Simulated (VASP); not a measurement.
# NaH (Fm-3m) in VASP: further runs

The runs below take NaH through single point, with LDA, PBE, PBEsol.

Everything below comes from runs of VASP 6.6.1. Logs are shortened: lines on timing, memory, paths and dates and some standing lists are left out, and cuts for length are marked.

### 1 The cell of the first run

The structure is cubic, space group Fm-3m (No. 225). Conventional cell: a = 4.880 Å, b = 4.880 Å, c = 4.880 Å, α = 90.00°, β = 90.00°, γ = 90.00°. Within 3.2 Å of Na (site symmetry m-3m) lie 6 H at 2.44 Å. Within 3.2 Å of H (site symmetry m-3m) lie 6 Na at 2.44 Å.

### 2 Single point, LDA

Input file INCAR:

```
ALGO = Normal
EDIFF = 1E-6
ENCUT = 520
ISIF = 2
ISMEAR = -1
LASPH = True
LCHARG = False
LREAL = False
LWAVE = False
NBANDS = 11
NELM = 80
PREC = Accurate
SIGMA = 0.05
```

Input file KPOINTS:

```
k-points
0
Gamma
  9 9 9
```

Input file POSCAR:

```
NaH
1.0
    0.0000000000      2.4400000000      2.4400000000
    2.4400000000      0.0000000000      2.4400000000
    2.4400000000      2.4400000000      0.0000000000
Na H
1 1
Direct
    0.0000000000      0.0000000000      0.0000000000
    0.5000000000      0.5000000000      0.5000000000
```

Potentials or basis: VASP PAW LDA potentials, release 64 (Na_pv, H).

Command:

```bash
$ cat potpaw_LDA.64/Na_pv/POTCAR potpaw_LDA.64/H/POTCAR > POTCAR
$ mpirun -np 1 vasp_std > vasp.out
```

OUTCAR:

```text
EDIFF = 1E-6
   ENCUT = 520
   ISIF = 2
   ISMEAR = -1
   LASPH = True
   LREAL = False
   NELM = 80
   PREC = Accurate

 ion  position               nearest neighbor table
   1  0.000  0.000  0.000-
   2  0.500  0.500  0.500-

  LATTYP: Found a face centered cubic cell.
 ALAT       =     4.8800000000

  Lattice vectors:

 A1 = (   0.0000000000,   2.4400000000,   2.4400000000)
 A2 = (   2.4400000000,   0.0000000000,   2.4400000000)
 A3 = (   2.4400000000,   2.4400000000,   0.0000000000)

Analysis of symmetry for initial positions (statically):
=====================================================================
 Subroutine PRICEL returns:
 Original cell was already a primitive cell.

 Routine SETGRP: Setting up the symmetry group for a
 face centered cubic supercell.

 Subroutine GETGRP returns: Found 48 space group operations
 (whereof 48 operations were pure point group operations)
 out of a pool of 48 trial point group operations.

The static configuration has the point symmetry O_h .

Analysis of symmetry for dynamics (positions and initial velocities):
=====================================================================
 Subroutine PRICEL returns:
 Original cell was already a primitive cell.

 Routine SETGRP: Setting up the symmetry group for a
 face centered cubic supercell.

 Subroutine GETGRP returns: Found 48 space group operations
 (whereof 48 operations were pure point group operations)
 out of a pool of 48 trial point group operations.

The dynamic configuration has the point symmetry O_h .

 Subroutine INISYM returns: Found 48 space group operations
 (whereof 48 operations are pure point group operations),
 and found     1 'primitive' translations

----------------------------------------------------------------------------------------

                                     Primitive cell

  volume of cell :      29.0536

  direct lattice vectors                    reciprocal lattice vectors
     0.000000000  2.440000000  2.440000000    -0.204918033  0.204918033  0.204918033
     2.440000000  0.000000000  2.440000000     0.204918033 -0.204918033  0.204918033
     2.440000000  2.440000000  0.000000000     0.204918033  0.204918033 -0.204918033

  length of vectors
     3.450681092  3.450681092  3.450681092     0.354928444  0.354928444  0.354928444

  position of ions in fractional coordinates (direct lattice)
     0.000000000  0.000000000  0.000000000
     0.500000000  0.500000000  0.500000000

  ion indices of the primitive-cell ions
   primitive index   ion index
                 1           1
                 2           2

----------------------------------------------------------------------------------------

 KPOINTS: k-points

Automatic generation of k-mesh.
 Grid dimensions read from file:
 generate k-points for:    9    9    9

 Generating k-lattice:

  Cartesian coordinates                     Fractional coordinates (reciprocal lattice)
    -0.022768670  0.022768670  0.022768670     0.111111111  0.000000000  0.000000000
     0.022768670 -0.022768670  0.022768670     0.000000000  0.111111111  0.000000000
     0.022768670  0.022768670 -0.022768670     0.000000000  0.000000000  0.111111111

  Length of vectors
     0.039436494  0.039436494  0.039436494

  Shift w.r.t. Gamma in fractional coordinates (k-lattice)
     0.000000000  0.000000000  0.000000000

 Subroutine IBZKPT returns following result:
 ===========================================

 Found     35 irreducible k-points:

 Following reciprocal coordinates:
            Coordinates               Weight
  0.000000  0.000000  0.000000      1.000000
  0.111111  0.000000  0.000000      8.000000
  0.222222  0.000000  0.000000      8.000000
  0.333333  0.000000  0.000000      8.000000
  0.444444  0.000000  0.000000      8.000000
  0.111111  0.111111  0.000000      6.000000
[... 16 lines left out ...]
 -0.333333  0.333333  0.000000     12.000000
  0.444444  0.444444  0.000000      6.000000
 [... further k-points ...]
   k-points           NKPTS =     35   k-points in BZ     NKDIM =     35   number of bands    NBANDS=     11
   number of dos      NEDOS =    301   number of ions     NIONS =      2
   total plane-waves  NPLWV =  21952
   dimension x,y,z NGX =    28 NGY =   28 NGZ =   28
   dimension x,y,z NGXF=    56 NGYF=   56 NGZF=   56
   ions per type =               1   1
   NGX,Y,Z   is equivalent  to a cutoff of  13.49, 13.49, 13.49 a.u.
   NGXF,Y,Z  is equivalent  to a cutoff of  26.98, 26.98, 26.98 a.u.
 SYSTEM =  unknown system
   PREC   = accura    normal or accurate (medium, high low for compatibility)
   ISTART =      0    job   : 0-new  1-cont  2-samecut
   ICHARG =      2    charge: 1-file 2-atom 10-const
   ISPIN  =      1    spin polarized calculation?
   LNONCOLLINEAR =      F non collinear calculations
   LSORBIT =      F    spin-orbit coupling
   LASPH  =      T    aspherical Exc in radial PAW
   ENCUT  =  520.0 eV  38.22 Ry    6.18 a.u.   6.42  6.42  6.42*2*pi/ulx,y,z
   NELM   =     80;   NELMIN=  2; NELMDL= -5     # of ELM steps
   EDIFF  = 0.1E-05   stopping-criterion for ELM
   LREAL  =      F    real-space projection
   EDIFFG = 0.1E-04   stopping-criterion for IOM
   NSW    =      0    number of steps for IOM
   IBRION =     -1    ionic relax: 0-MD 1-quasi-New 2-CG
   NFREE  =      0    steps in history (QN), initial steepest desc. (CG)
   ISIF   =      2    stress and relaxation
   ISYM   =      2    0-nonsym 1-usesym 2-fastsym
   POTIM  = 0.5000    time-step for ionic-motion
   TEBEG  =    0.0;   TEEND  =   0.0 temperature during run
   PSTRESS=    0.0 pullay stress
   NELECT =       8.0000    total number of electrons
   NUPDOWN=      -1.0000    fix difference up-down
   EMIN   =  10.00;   EMAX   =-10.00  energy-range for DOS
   EFERMI =   0.00;   METHOD = LEGACY
   ISMEAR =    -1;   SIGMA  =   0.05  broadening in eV -4-tet -1-fermi 0-gaus
   EFERMI_NEDOS =   21; number of points for ismear=-14 and -15
   IALGO  =     38    algorithm
   IMIX   =      4    mixing-type and parameters
     AMIX     =   0.40;   BMIX     =  1.00
     AMIX_MAG =   1.60;   BMIX_MAG =  1.00
  volume/ion in A,a.u.               =      14.53        98.03
  Fermi-wavevector in a.u.,A,eV,Ry     =   1.065054  2.012660 15.433636  1.134340
  Thomas-Fermi vector in A             =   2.200593
   LORBIT       =      0    0 simple, 1 ext, 2 COOP (PROOUT), +10 PAW based schemes
   GGA     = CA    functional components
   LHFCALC =     F    Hartree Fock is set to
   AEXX    =    0.0000 exact exchange contribution
   IVDW    =     0    specifies the selected vdW correction
   LEPSILON=     F    determine dielectric tensor
   LRPA    =     F    only Hartree local field effects (RPA)
 non-spin polarized calculation
  energy-cutoff  :      520.00
  volume of cell :       29.05
 maximum number of plane-waves:       797
 NGX is ok and might be reduce to    28
   NGX = 13   NGY = 13   NGZ = 13

 number of electron       7.9999996 magnetization

 Free energy of the ion-electron system (eV)
  ---------------------------------------------------
  ext. energy  EPLUGINS =         0.00000000
  ---------------------------------------------------
  free energy    TOTEN  =        -5.37963810 eV

  energy without entropy =       -5.37963810  energy(sigma->0) =       -5.37963810

 E-fermi :  -0.3276     XC(G=0):  -8.1305

 val. band max:       -1.3754258082   @ k =  -0.3333   0.4444   0.1111
 cond. band min:       2.2932989482   @ k =  -0.4444   0.1111   0.0000
 fundamental gap:      3.6687247564
 Fermi energy:        -0.3276326103

 k-point     1 :       0.0000    0.0000    0.0000
  band No.  band energies     occupation
      1     -23.5317      2.00000
      2     -23.5317      2.00000
      3     -23.5317      2.00000
      4      -5.0123      2.00000
      5       8.8222      0.00000
      6      13.6707      0.00000
      7      13.6707      0.00000
      8      13.6707      0.00000
      9      14.5795      0.00000
     10      14.5795      0.00000
     11      14.5795      0.00000

 k-point     2 :       0.1111    0.0000    0.0000
  band No.  band energies     occupation
      1     -23.5422      2.00000
      2     -23.5329      2.00000
      3     -23.5329      2.00000
      4      -4.8007      2.00000
      5       8.1141      0.00000
      6      11.4051      0.00000
      7      13.0022      0.00000
      8      13.0022      0.00000
      9      15.4305      0.00000
     10      15.4305      0.00000
     11      15.5770      0.00000

 k-point     3 :       0.2222    0.0000    0.0000
  band No.  band energies     occupation
      1     -23.5686      2.00000
      2     -23.5361      2.00000
      3     -23.5361      2.00000
      4      -4.1891      2.00000
      5       6.1433      0.00000
      6       9.9807      0.00000
      7      12.2937      0.00000
      8      12.2937      0.00000
      9      15.6346      0.00000
     10      15.6346      0.00000
     11      16.6094      0.00000

 k-point     4 :       0.3333    0.0000    0.0000
  band No.  band energies     occupation
      1     -23.5982      2.00000
      2     -23.5398      2.00000
      3     -23.5398      2.00000
      4      -3.2715      2.00000
      5       3.9195      0.00000
      6       9.3594      0.00000
      7      11.8336      0.00000
      8      11.8336      0.00000
      9      14.8481      0.00000
     10      14.8481      0.00000
     11      17.0230      0.00000
[... 239 lines left out ...]
 k-point    22 :      -0.4444    0.3333    0.0000
  band No.  band energies     occupation
      1     -23.6007      2.00000
      2     -23.5745      2.00000
      3     -23.5559      2.00000
      4      -1.5497      2.00000
      5       3.4480      0.00000
      6       5.2086      0.00000
      7       9.3666      0.00000
      8       9.8763      0.00000
      9      14.2169      0.00000
     10      19.4752      0.00000
     11      19.9177      0.00000

 k-point    23 :      -0.3333    0.3333    0.0000
  band No.  band energies     occupation
      1     -23.5899      2.00000
      2     -23.5875      2.00000
      3     -23.5511      2.00000
      4      -1.5889      2.00000
      5       3.9618      0.00000
      6       4.1539      0.00000
      7       9.8903      0.00000
      8      10.4309      0.00000
      9      16.3699      0.00000
     10      19.1791      0.00000
     11      19.4882      0.00000

 k-point    24 :       0.4444    0.4444    0.0000
  band No.  band energies     occupation
      1     -23.6087      2.00000
      2     -23.5610      2.00000
      3     -23.5610      2.00000
      4      -1.6887      2.00000
      5       3.1690      0.00000
      6       8.3363      0.00000
      7       8.9023      0.00000
      8       8.9023      0.00000
      9       9.9677      0.00000
     10      21.2920      0.00000
     11      22.9594      0.00000

 [... further k-points ...]

------------------------ aborting loop because EDIFF is reached ----------------------------------------

  FORCE on cell =-STRESS in cart. coord.  units (eV):
  Direction    XX          YY          ZZ          XY          YZ          ZX
  --------------------------------------------------------------------------------------
  -------------------------------------------------------------------------------------
  Total       -0.4838888     -0.4838888     -0.4838888     -0.0000000      0.0000000      0.0000000
  in kB      -26.6843504    -26.6843504    -26.6843504     -0.0000000      0.0000000      0.0000000
  external PRESSURE =     -26.6843504 kB  Pullay stress =       0.0000000 kB

 VOLUME and BASIS-vectors are now :
 -----------------------------------------------------------------------------
  energy-cutoff  :      520.00
  volume of cell :       29.05
      direct lattice vectors                 reciprocal lattice vectors
     0.000000000  2.440000000  2.440000000    -0.204918033  0.204918033  0.204918033
     2.440000000  0.000000000  2.440000000     0.204918033 -0.204918033  0.204918033
     2.440000000  2.440000000  0.000000000     0.204918033  0.204918033 -0.204918033

 POSITION                                       TOTAL-FORCE (eV/Angst)
 -----------------------------------------------------------------------------------
      0.00000      0.00000      0.00000         0.000000      0.000000      0.000000
      2.44000      2.44000      2.44000         0.000000      0.000000     -0.000000
 -----------------------------------------------------------------------------------
    total drift:                               -0.000000     -0.000000     -0.000000

  FREE ENERGIE OF THE ION-ELECTRON SYSTEM (eV)
  ---------------------------------------------------
  free  energy   TOTEN  =        -5.3796381040 eV

  energy  without entropy=       -5.3796381039  energy(sigma->0) =       -5.37963810
```

Run time: 7.8 s. Hardware: 1 thread of Intel Xeon 6975P-C, shared host; peak memory 0.13 GiB.

Results:

```yaml
Free_energy: -5.3796 eV
Pressure: -2.7 GPa
Band_gap_on_the_k_mesh: 3.67 eV, indirect (least direct gap 4.41 eV)
```

A k mesh can miss the band edges. LDA gaps usually lie below the measured ones, often by a third to a half.

(Continued in part 2 of 2.)
